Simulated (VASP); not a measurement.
Runs of VASP 6.6.1 on TaN (CsCl type). The structure is that of space group Pm-3m (No. 221), or close to it. The cells are those of the table. 

```csv
task,cell,k mesh for the DOS,occupations for the DOS,gap on the mesh (eV),pressure (GPa)
single point,"a = 2.635 Å, 2 atoms",-,-,none,(b)
single point,"a = 2.418 Å, 2 atoms",-,-,none,285.7
single point,"a = 2.293 Å, 2 atoms",-,-,none,569.3
single point,"a = 2.531 Å, 2 atoms",-,-,none,(a)
single point,"a = 2.750 Å, 2 atoms",-,-,none,0.7
```

Alike in all rows: level PBE; potentials or basis VASP PAW PBE potentials, release 64 (Ta_pv, N); no spin polarisation; k mesh 14 × 14 × 14; cutoff (eV) 520; smearing fermi-dirac 0.05 eV.

**Question.** Fill in the values left out.

**Answer.** (a) 137.0; (b) 54.7.

Caveats: spin-orbit coupling is left out, which moves the levels of the heavy elements.

A k mesh can miss the band edges, and the runs leave out spin-orbit coupling on Ta.

A gap of «none» marks levels without a gap at the run's occupations.
